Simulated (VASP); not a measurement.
# Li8Nb8HO23 (a cell with a defect) in VASP: further runs, part 2 of 2

VASP 6.6.1. The steps go on from the part before.

## Step 3: Single point, PBE

Input file INCAR:

```
PREC = Accurate
ENCUT = 520
EDIFF = 1E-7
ISMEAR = 0
SIGMA = 0.01
LREAL = Auto
LASPH = True
NELM = 100
ALGO = Normal
ISIF = 2
LWAVE = False
LCHARG = True
GGA = PE
LELF = True
LVHAR = True
NBANDS = 160
NELECT = 266.0
```

Input file KPOINTS:

```
Automatic mesh
0
Gamma
  1 1 1
  0.25 0.25 0.25
```

Input file POSCAR:

```
Li8Nb8HO23
1.0
    2.5949501352      1.4981951591      4.6722232478
   -5.1899002704      2.9963903182      9.3444464955
    0.0000000000     -5.9927806363      9.3444464955
Li Nb O H
8 8 23 1
Direct
    0.7323786385      0.3444645952      0.3557022706
    0.2087721556      0.1223378197      0.1077911191
    0.7129186195      0.3596853231      0.8634274884
    0.2265541272      0.1066222022      0.6065033415
    0.7333828430      0.8609311914      0.3651728831
    0.2258993689      0.6052087361      0.1115635987
    0.7277484410      0.8549585352      0.8540181016
    0.2066376061      0.6127375640      0.6141811492
    0.9864340907      0.5008420010      0.5011937796
    0.4985440512      0.2481105639      0.2505210322
    1.0001142589      0.4969749260      1.0011318243
    0.5012627279      0.2510674242      0.7458819746
    1.0043156238      0.9953091540      0.5003478715
    0.5103078129      0.7734270139      0.2353589402
    1.0171653976      1.0038455424      0.9908656133
    0.5012945021      0.7471643445      0.7507091154
    0.2847830903      0.3262180079      0.4406829596
    0.6452092950      0.4403211038      0.1400841652
    0.8920782228      0.1361759564      0.3222400619
    0.3905208357      0.0683059005      0.3918173137
    0.7812238422      0.1916884844      0.0721851212
    0.1424602564      0.3857211422      0.1951944482
    0.2805828771      0.3208793738      0.9414118893
    0.6347462610      0.4446581048      0.6392194128
    0.8920768228      0.1393743523      0.8187282624
    0.3877915318      0.0694625340      0.8895209207
    0.7799441757      0.1916404055      0.5713273268
    0.1503544756      0.3907823754      0.6868230892
    0.2773802342      0.8141850677      0.4463764258
    0.6352883336      0.9498437550      0.1378711506
    0.8902855037      0.6389461844      0.3194507170
    0.7693321627      0.6892655259      0.0789994937
    0.1409746303      0.8846144998      0.1965628810
    0.2733460838      0.8210020238      0.9444284513
    0.6451914688      0.9416321505      0.6404161361
    0.8858617333      0.6395165037      0.8234677085
    0.3879793102      0.5697418816      0.8906613670
    0.7887916697      0.6897443581      0.5710866404
    0.1467011848      0.8859712160      0.6937510160
    0.3797215279      0.5804426399      0.3869842899
```

Potentials or basis: VASP PAW PBE potentials, release 64 (Li_sv, Nb_sv, O, H).

Run with:

```bash
> cat potpaw_PBE.64/Li_sv/POTCAR potpaw_PBE.64/Nb_sv/POTCAR potpaw_PBE.64/O/POTCAR potpaw_PBE.64/H/POTCAR > POTCAR
> mpirun -np 1 vasp_std > vasp.out
```

Wall time 2.8 min (1 thread of AMD EPYC 9R45 (Zen 5), shared host); peak memory 0.62 GiB.

The run converged. Its results:

- Free energy: -320.4668 eV
- Largest force: 0.042 eV/Å

Forces in eV/Å, atoms in the order of the input:
```
Li   0.002  0.007  0.003
Li   0.006 -0.005 -0.002
Li   0.003  0.003 -0.002
Li   0.001  0.002 -0.005
Li  -0.002  0.001 -0.005
Li  -0.005  0.002 -0.004
Li   0.003 -0.002 -0.002
Li   0.000 -0.011 -0.005
Nb  -0.003  0.007  0.038
Nb   0.009 -0.003  0.030
Nb  -0.006  0.002  0.042
Nb   0.005 -0.012  0.033
Nb   0.011 -0.002  0.031
Nb   0.007 -0.020  0.026
Nb  -0.005 -0.024  0.030
Nb  -0.008  0.003  0.038
O   -0.002  0.006 -0.007
O    0.015  0.005 -0.017
O   -0.010 -0.006 -0.010
O   -0.013  0.004 -0.003
O    0.004 -0.009 -0.008
O   -0.007  0.010 -0.013
O   -0.003  0.010 -0.012
O    0.008 -0.003 -0.019
O   -0.012  0.001 -0.019
O   -0.014  0.008 -0.008
O    0.005 -0.005 -0.010
O   -0.005  0.006 -0.009
O   -0.005  0.012 -0.004
O    0.011  0.010 -0.003
O   -0.011 -0.006 -0.012
O    0.020  0.003 -0.016
O   -0.012  0.016 -0.009
O    0.004  0.009 -0.013
O    0.010 -0.004 -0.012
O   -0.002 -0.007 -0.005
O   -0.004 -0.007 -0.016
O    0.009 -0.012 -0.011
O    0.003  0.009 -0.010
H   -0.004 -0.002  0.003
```

Levels at points of the mesh, in eV from the Fermi level:
| k point | band 130 | band 131 | band 132 | band 133 | band 134 | band 135 | band 136 | band 137 |
| --- | --- | --- | --- | --- | --- | --- | --- | --- |
| (0.25, 0.25, 0.25) | -0.41 | -0.35 | -0.29 | -0.11 | 3.24 | 3.33 | 3.50 | 3.54 |

Caveat: the k points lie up to 1.14 Å⁻¹ apart, too coarse for converged energies, forces and pressures; the cell carries a net charge on a neutralising background, which shifts energy and pressure; the cell is charged against a uniform background, so pressure and absolute levels hang on convention; the cutoff is under 1.25 times the usual one of these potentials, so pressure, stress and relaxed cells hold a basis-set (Pulay) error.

## Step 4: Single point, r2SCAN

Input file POSCAR:

```
Li8Nb8HO23
1.0
    2.5949501352      1.4981951591      4.6722232478
   -5.1899002704      2.9963903182      9.3444464955
    0.0000000000     -5.9927806363      9.3444464955
Li Nb O H
8 8 23 1
Direct
    0.7274213660      0.3478571225      0.3559699135
    0.2136781482      0.1218039845      0.1044605551
    0.7073875465      0.3604076873      0.8649483027
    0.2266125733      0.1130463826      0.6063687500
    0.7181696735      0.8634349309      0.3717082072
    0.2306142716      0.6104072157      0.1082185625
    0.7154856161      0.8586062778      0.8624198672
    0.2046050537      0.6162514541      0.6129771795
    0.9878748677      0.5046847021      0.5009135251
    0.4985554660      0.2551601192      0.2510240513
    1.0017802291      0.5097662905      0.9994122982
    0.4887959612      0.2556070224      0.7550711286
    1.0035479795      1.0063117882      0.5011941099
    0.4937993103      0.7694992730      0.2486975141
    1.0094229090      1.0069114820      0.9944541800
    0.5000331127      0.7547828579      0.7530398087
    0.2905656780      0.3227793568      0.4432500218
    0.6475609066      0.4383320894      0.1373601086
    0.8993323213      0.1366047223      0.3191556561
    0.3911748014      0.0691622928      0.3943327779
    0.7735454877      0.1876462843      0.0753811653
    0.1404482460      0.3831017490      0.1978457526
    0.2850593139      0.3197374857      0.9404170737
    0.6365428362      0.4459802262      0.6314701313
    0.8992811511      0.1423386492      0.8150970847
    0.3915212593      0.0672477025      0.8903658324
    0.7741109113      0.1873609685      0.5751572643
    0.1439743866      0.3897738623      0.6895923646
    0.2910007120      0.8181791204      0.4432645357
    0.6475332038      0.9418893098      0.1248207108
    0.8934717626      0.6338685990      0.3167132035
    0.7661360990      0.6811979797      0.0806315438
    0.1320040969      0.8837300156      0.1995001038
    0.2847493917      0.8179283650      0.9427709290
    0.6474395963      0.9396193920      0.6350257412
    0.8923979224      0.6384764827      0.8184844859
    0.3909230264      0.5674175144      0.8911583287
    0.7873044121      0.6861542316      0.5717924946
    0.1402921425      0.8840815483      0.6981519664
    0.3870101085      0.5706478768      0.3858378081
```

Input file INCAR.step1:

```
ALGO = Normal ; EDIFF = 1E-4
ENCUT = 520 ; GGA = PE
ISMEAR = -1 ; LASPH = T
LCHARG = F ; LREAL = Auto
LWAVE = T ; NBANDS = 160
NELECT = 268.0 ; NELM = 100
PREC = Accurate ; SIGMA = 0.01
```

Input file INCAR.step2:

```
ALGO = Normal ; EDIFF = 1E-7
ENCUT = 520 ; ISIF = 2
ISMEAR = -1 ; ISTART = 1
LASPH = T ; LCHARG = T
LELF = T ; LMIXTAU = T
LREAL = Auto ; LVHAR = T
LWAVE = F ; METAGGA = R2SCAN
NBANDS = 160 ; NELECT = 268.0
NELM = 100 ; PREC = Accurate
SIGMA = 0.01
```

KPOINTS is that of step 3.

Run with:

```bash
> cat potpaw_PBE.64/Li_sv/POTCAR potpaw_PBE.64/Nb_sv/POTCAR potpaw_PBE.64/O/POTCAR potpaw_PBE.64/H/POTCAR > POTCAR
> cp INCAR.step1 INCAR
> mpirun -np 1 vasp_std > vasp.out
> cp INCAR.step2 INCAR
> mpirun -np 1 vasp_std > vasp.out
```

Run time: 9.7 min. Hardware: 1 thread of AMD EPYC 9R45 (Zen 5), shared host; peak memory 0.73 GiB.

Results (log left out):

- Free energy: -460.2394 eV
- Largest force: 0.164 eV/Å

Forces on the atoms (eV/Å):
```
Li   0.053 -0.016 -0.047
Li   0.002 -0.017 -0.002
Li   0.017 -0.019 -0.009
Li   0.002 -0.018 -0.011
Li   0.001  0.001 -0.061
Li  -0.001  0.018  0.012
Li   0.005 -0.007 -0.016
Li  -0.004  0.004 -0.018
Nb  -0.040 -0.065 -0.097
Nb   0.018  0.040 -0.087
Nb  -0.078  0.007  0.005
Nb   0.030 -0.045 -0.057
Nb   0.004  0.012 -0.054
Nb  -0.080  0.143  0.004
Nb  -0.019 -0.013 -0.081
Nb  -0.031 -0.058 -0.021
O   -0.072  0.029 -0.020
O    0.061 -0.023 -0.008
O   -0.012 -0.108  0.061
O   -0.097  0.052  0.029
O   -0.019 -0.068  0.048
O    0.113  0.038  0.055
O   -0.019  0.075 -0.017
O    0.063  0.053  0.045
O   -0.016 -0.120  0.036
O   -0.102  0.040  0.014
O    0.019 -0.026  0.000
O    0.070  0.038  0.032
O   -0.092  0.050  0.032
O    0.066 -0.011  0.012
O    0.016 -0.118  0.078
O    0.068  0.027 -0.018
O    0.097  0.050  0.064
O   -0.049  0.086 -0.007
O    0.055 -0.008  0.010
O   -0.018 -0.079  0.015
O   -0.093  0.044  0.027
O    0.014 -0.042  0.006
O    0.093  0.055  0.043
H   -0.027  0.000  0.000
```

Levels at points of the mesh, in eV from the Fermi level:
| k point | band 132 | band 133 | band 134 | band 135 | band 136 | band 137 |
| --- | --- | --- | --- | --- | --- | --- |
| (0.25, 0.25, 0.25) | -3.83 | -3.73 | -0.19 | 0.19 | 0.34 | 0.38 |

Caveat: the k points lie up to 1.14 Å⁻¹ apart, too coarse for converged energies, forces and pressures; the cell carries a net charge on a neutralising background, which shifts energy and pressure; the cell is charged against a uniform background, so pressure and absolute levels hang on convention; the cutoff is under 1.25 times the usual one of these potentials, so pressure, stress and relaxed cells hold a basis-set (Pulay) error; the PAW data sets were made with another functional, which shifts forces and pressure a little.

## Step 5: Single point, r2SCAN

Input file POSCAR:

```
Li8Nb8HO23
1.0
    2.5949501352      1.4981951591      4.6722232478
   -5.1899002704      2.9963903182      9.3444464955
    0.0000000000     -5.9927806363      9.3444464955
Li Nb O H
8 8 23 1
Direct
    0.7323786385      0.3444645952      0.3557022706
    0.2087721556      0.1223378197      0.1077911191
    0.7129186195      0.3596853231      0.8634274884
    0.2265541272      0.1066222022      0.6065033415
    0.7333828430      0.8609311914      0.3651728831
    0.2258993689      0.6052087361      0.1115635987
    0.7277484410      0.8549585352      0.8540181016
    0.2066376061      0.6127375640      0.6141811492
    0.9864340907      0.5008420010      0.5011937796
    0.4985440512      0.2481105639      0.2505210322
    1.0001142589      0.4969749260      1.0011318243
    0.5012627279      0.2510674242      0.7458819746
    1.0043156238      0.9953091540      0.5003478715
    0.5103078129      0.7734270139      0.2353589402
    1.0171653976      1.0038455424      0.9908656133
    0.5012945021      0.7471643445      0.7507091154
    0.2847830903      0.3262180079      0.4406829596
    0.6452092950      0.4403211038      0.1400841652
    0.8920782228      0.1361759564      0.3222400619
    0.3905208357      0.0683059005      0.3918173137
    0.7812238422      0.1916884844      0.0721851212
    0.1424602564      0.3857211422      0.1951944482
    0.2805828771      0.3208793738      0.9414118893
    0.6347462610      0.4446581048      0.6392194128
    0.8920768228      0.1393743523      0.8187282624
    0.3877915318      0.0694625340      0.8895209207
    0.7799441757      0.1916404055      0.5713273268
    0.1503544756      0.3907823754      0.6868230892
    0.2773802342      0.8141850677      0.4463764258
    0.6352883336      0.9498437550      0.1378711506
    0.8902855037      0.6389461844      0.3194507170
    0.7693321627      0.6892655259      0.0789994937
    0.1409746303      0.8846144998      0.1965628810
    0.2733460838      0.8210020238      0.9444284513
    0.6451914688      0.9416321505      0.6404161361
    0.8858617333      0.6395165037      0.8234677085
    0.3879793102      0.5697418816      0.8906613670
    0.7887916697      0.6897443581      0.5710866404
    0.1467011848      0.8859712160      0.6937510160
    0.3797215279      0.5804426399      0.3869842899
```

Input file INCAR.step1:

```
ALGO = Normal
EDIFF = 1E-4
ENCUT = 520
GGA = PE
ISMEAR = -1
LASPH = True
LCHARG = False
LREAL = Auto
LWAVE = True
NBANDS = 160
NELECT = 266.0
NELM = 80
PREC = Accurate
SIGMA = 0.01
```

Input file INCAR.step2:

```
ALGO = Normal
EDIFF = 1E-6
ENCUT = 520
ISIF = 2
ISMEAR = -1
ISTART = 1
LASPH = True
LCHARG = False
LMIXTAU = True
LREAL = Auto
LWAVE = False
METAGGA = R2SCAN
NBANDS = 160
NELECT = 266.0
NELM = 80
PREC = Accurate
SIGMA = 0.01
```

KPOINTS is that of step 4.

Potentials or basis: VASP PAW PBE potentials, release 64 (Li_sv, Nb_sv, O, H).

Run with:

```bash
> cat potpaw_PBE.64/Li_sv/POTCAR potpaw_PBE.64/Nb_sv/POTCAR potpaw_PBE.64/O/POTCAR potpaw_PBE.64/H/POTCAR > POTCAR
> cp INCAR.step1 INCAR
> mpirun -np 1 vasp_std > vasp.out
> cp INCAR.step2 INCAR
> mpirun -np 1 vasp_std > vasp.out
```

OUTCAR:

```text
EDIFF = 1E-6
   ENCUT = 520
   ISIF = 2
   ISMEAR = -1
   ISTART = 1
   LASPH = True
   LREAL = Auto
   METAGGA = R2SCAN
   NELECT = 266.0
   NELM = 80
   PREC = Accurate

 ion  position               nearest neighbor table
   1  0.732  0.344  0.356-  22 2.06  27 2.08  19 2.14  17 2.19  18 2.23
   2  0.209  0.122  0.108-  23 2.00  19 2.04  30 2.11  21 2.24
   3  0.713  0.360  0.863-  37 2.06  21 2.08  28 2.16  23 2.26
   4  0.227  0.107  0.607-  35 2.08  25 2.10  17 2.15  20 2.23  39 2.28
   5  0.733  0.861  0.365-  33 2.01  38 2.04  20 2.05
   6  0.226  0.605  0.112-  18 2.06  31 2.07  34 2.10  37 2.28
   7  0.728  0.855  0.854-  39 2.06  26 2.13  32 2.16  36 2.20  35 2.22
   8  0.207  0.613  0.614-  29 2.03  36 2.04  24 2.09  38 2.21  28 2.27
   9  0.986  0.501  0.501-  24 1.86  31 1.87  17 1.88  38 2.12  28 2.14
  10  0.499  0.248  0.251-  22 1.88  21 1.89  20 1.89  18 2.15  17 2.17  19 2.18
  11  0.000  0.497  0.001-  18 1.88  23 1.89  36 1.89  22 2.15  37 2.16  32 2.17
  12  0.501  0.251  0.746-  27 1.87  28 1.88  26 1.92  24 2.12  23 2.16  25 2.17
  13  0.004  0.995  0.500-  35 1.88  19 1.88  29 1.90  39 2.15  20 2.16  27 2.17
  14  0.510  0.773  0.235-  32 1.86  33 1.86  30 1.95  29 2.12  31 2.16
  15  0.017  0.004  0.991-  25 1.87  34 1.87  30 1.99  26 2.05  21 2.14  33 2.19
[... 276 lines left out ...]
      4     -53.0871      2.00000
      5     -53.0840      2.00000
      6     -53.0695      2.00000
[... 137 lines left out ...]
    144       7.6758      0.00000
    145       7.7952      0.00000
 [bands above 145 left out]

------------------------ aborting loop because EDIFF is reached ----------------------------------------

  FORCE on cell =-STRESS in cart. coord.  units (eV):
  Direction    XX          YY          ZZ          XY          YZ          ZX
  --------------------------------------------------------------------------------------
  -------------------------------------------------------------------------------------
  Total      -20.4282836    -20.4342490    -21.5996410     -0.5822090      0.2069029      0.2003228
  in kB      -75.0775733    -75.0994972    -79.3825201     -2.1397217      0.7604049      0.7362220
  external PRESSURE =     -76.5198635 kB  Pullay stress =       0.0000000 kB

 VOLUME and BASIS-vectors are now :
 -----------------------------------------------------------------------------
  energy-cutoff  :      520.00
  volume of cell :      435.95
      direct lattice vectors                 reciprocal lattice vectors
     2.594950135  1.498195159  4.672223248     0.192681930  0.111244964  0.071343623
    -5.189900270  2.996390318  9.344446495    -0.096340965  0.055622482  0.035671811
     0.000000000 -5.992780636  9.344446495    -0.000000000 -0.111244964  0.035671811

 POSITION                                       TOTAL-FORCE (eV/Angst)
 -----------------------------------------------------------------------------------
      0.11275     -0.00225      9.96451         0.001838      0.024416     -0.049726
     -0.09317      0.03338      3.12586         0.002097     -0.009506      0.005740
     -0.01674     -3.02848     14.76023        -0.000640      0.006680     -0.026017
      0.03454     -2.97574      7.72227        -0.010675      0.000948     -0.021659
     -2.56506      1.49004     14.88379         0.004037     -0.006155      0.007037
     -2.55478      1.48331      7.75329         0.029571      0.025390     -0.014114
[... 32 lines left out ...]
     -4.21742     -1.28300     15.44705         0.092183      0.038704      0.021647
     -2.02708     -0.01098     10.81421        -0.011247      0.023491      0.002298
 -----------------------------------------------------------------------------------
    total drift:                                0.022548      0.055899      0.034730

  FREE ENERGIE OF THE ION-ELECTRON SYSTEM (eV)
  ---------------------------------------------------
  free  energy   TOTEN  =      -473.4455816118 eV

  energy  without entropy=     -473.4455816118  energy(sigma->0) =     -473.44558161
```

OUTCAR.step1:

```text
EDIFF = 1E-4
   ENCUT = 520
   GGA = PE
   ISMEAR = -1
   LASPH = True
   LREAL = Auto
[... 466 lines left out ...]
     -2.55478      1.48331      7.75329        -0.004594      0.002316     -0.004854
[... 32 lines left out ...]
     -4.21742     -1.28300     15.44705         0.001669      0.008000     -0.010407
     -2.02708     -0.01098     10.81421        -0.003625     -0.002075      0.002240
 -----------------------------------------------------------------------------------
    total drift:                                0.002387     -0.001613     -0.003248

  FREE ENERGIE OF THE ION-ELECTRON SYSTEM (eV)
  ---------------------------------------------------
  free  energy   TOTEN  =      -320.4667512868 eV

  energy  without entropy=     -320.4667512868  energy(sigma->0) =     -320.46675129
```

Wall time 8.6 min (1 thread of AMD EPYC 9R45 (Zen 5), shared host); peak memory 0.72 GiB.

Results:

```yaml
Free_energy: -473.4456 eV
Largest_force: 0.131 eV/Å
```

Forces in eV/Å, atoms in the order of the input:
```
Li   0.002  0.024 -0.050
Li   0.002 -0.010  0.006
Li  -0.001  0.007 -0.026
Li  -0.011  0.001 -0.022
Li   0.004 -0.006  0.007
Li   0.030  0.025 -0.014
Li   0.014  0.005 -0.010
Li   0.004 -0.022 -0.021
Nb  -0.022 -0.072 -0.082
Nb   0.012  0.002 -0.062
Nb  -0.010  0.011 -0.042
Nb   0.013 -0.003 -0.048
Nb  -0.003 -0.019 -0.049
Nb  -0.026  0.077 -0.017
Nb   0.000  0.017 -0.055
Nb  -0.019 -0.022 -0.042
O   -0.088  0.012  0.006
O    0.093  0.066  0.014
O    0.006 -0.100  0.032
O   -0.089  0.064  0.030
O   -0.020 -0.089  0.027
O    0.092  0.037  0.018
O   -0.097  0.031  0.028
O    0.084  0.083  0.016
O    0.023 -0.097  0.028
O   -0.080  0.039 -0.003
O   -0.027 -0.092  0.034
O    0.077  0.011  0.024
O   -0.105  0.061  0.046
O    0.080 -0.011 -0.052
O    0.007 -0.104  0.031
O   -0.028 -0.046  0.047
O    0.081  0.078  0.067
O   -0.095  0.045  0.040
O    0.083  0.060  0.020
O    0.016 -0.093  0.021
O   -0.073  0.062  0.019
O   -0.010 -0.099  0.009
O    0.092  0.039  0.022
H   -0.011  0.023  0.002
```

Caveat: the k points lie up to 1.14 Å⁻¹ apart, too coarse for converged energies, forces and pressures; the cell carries a net charge on a neutralising background, which shifts energy and pressure; the cell is charged against a uniform background, so pressure and absolute levels hang on convention; the cutoff is under 1.25 times the usual one of these potentials, so pressure, stress and relaxed cells hold a basis-set (Pulay) error; the PAW data sets were made with another functional, which shifts forces and pressure a little.
